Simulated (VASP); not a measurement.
Write the native input for VASP 6.6.1 that does the following.

```
Task                   : relaxation of cell and atoms
Functional             : PBEsol
Potentials or basis    : VASP PAW PBE potentials, release 64 (Ge_d, C, N)
Cutoff                 : 600 eV
k mesh                 : 12 × 12 × 12
Occupations            : gaussian, width 0.02 eV
Spin                   : no spin polarisation
Dipole correction      : no
Further INCAR settings : ALGO = Normal; EDIFF = 1e-06; IBRION = 2; EDIFFG = -0.005; NSW = 100; ISIF = 3
```

The structure of GeCN2 lies in POSCAR:

```
GeCN2
1.0
    1.7937903697      1.0356453528      4.9219572124
   -1.7937903697      1.0356453528      4.9219572124
    0.0000000000     -2.0712907057      4.9219572124
Ge C N
1 1 2
Direct
    0.0000000000      0.0000000000      0.0000000000
    0.5000000000      0.5000000000      0.5000000000
    0.4160956000      0.4160956000      0.4160956000
    0.5839044000      0.5839044000      0.5839044000
```

The input as run:

INCAR

```
PREC = Accurate ; ENCUT = 600
EDIFF = 1E-6 ; ISMEAR = 0
SIGMA = 0.02 ; LREAL = F
LASPH = T ; NELM = 60
ALGO = Normal ; ISIF = 3
LWAVE = F ; LCHARG = F
GGA = PS ; IBRION = 2
NSW = 100 ; EDIFFG = -0.005
```

KPOINTS

```
Automatic mesh
0
Gamma
  12 12 12
```

Potentials or basis: VASP PAW PBE potentials, release 64 (Ge_d, C, N).

Launch:

```bash
$ cat potpaw_PBE.64/Ge_d/POTCAR potpaw_PBE.64/C/POTCAR potpaw_PBE.64/N/POTCAR > POTCAR
$ mpirun -np 1 vasp_std > vasp.out
```

Results of the run:

```
Relaxed volume                        : 12.95 Å³/atom
Relaxed cell                          : a = 5.292 Å, b = 5.292 Å, c = 5.292 Å, α = 38.58°, β = 38.58°, γ = 38.58°
Space group after relaxing (to 0.1 Å) : R-3m (No. 166)
Energy gained by relaxing             : 8.8 meV/atom
Ionic steps                           : 21
Pressure after relaxing               : 0.0 GPa
Band gap on the k mesh                : 0.83 eV (least direct gap 1.64 eV)
```

Caveat: the PAW data sets were made with another functional, which shifts forces and pressure a little.

It took 46 min on 1 thread of AMD EPYC 9R45 96-Core Processor (Zen 5), with other jobs on the host, peak memory 0.49 GiB.
